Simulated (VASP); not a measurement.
Wanted: the native input for a VASP 6.6.1 run.

```
Task                   : single point
Functional             : PBE
Potentials or basis    : VASP PAW PBE potentials, release 64 (C)
Cutoff                 : 600 eV
k mesh                 : 14 × 14 × 14
Occupations            : fermi-dirac, width 0.003 eV
Spin                   : no spin polarisation
Dipole correction      : no
Further INCAR settings : ALGO = Normal; EDIFF = 1e-06; NBANDS = 11
```

The structure of C lies in POSCAR:

```
C
1.0
    0.0000000000      1.7833200000      1.7833200000
    1.7833200000      0.0000000000      1.7833200000
    1.7833200000      1.7833200000      0.0000000000
C
2
Direct
    0.7500000000      0.7500000000      0.7500000000
    0.5000000000      0.5000000000      0.5000000000
```

One way to write it, as run:

INCAR

```
SYSTEM = C
PREC = Accurate
ENCUT = 600
EDIFF = 1E-6
ISMEAR = -1
SIGMA = 0.003
LREAL = .FALSE.
LASPH = .TRUE.
NELM = 120
ALGO = Normal
ISIF = 2
LWAVE = .FALSE.
LCHARG = .FALSE.
GGA = PE
NBANDS = 11
GGA_COMPAT = .FALSE.
```

KPOINTS

```
regular mesh
0
G
  14 14 14
  0 0 0
```

Potentials or basis: VASP PAW PBE potentials, release 64 (C).

Run with:

```bash
$ cat potpaw_PBE.64/C/POTCAR > POTCAR
$ mpirun -np 1 vasp_std > vasp.out
```

Results of the run:

```
Pressure               : 1.8 GPa
Band gap on the k mesh : 4.13 eV, indirect (least direct gap 5.59 eV)
```

It used 20 s of CPU time on 1 thread of Intel Xeon 8259CL (shared host).
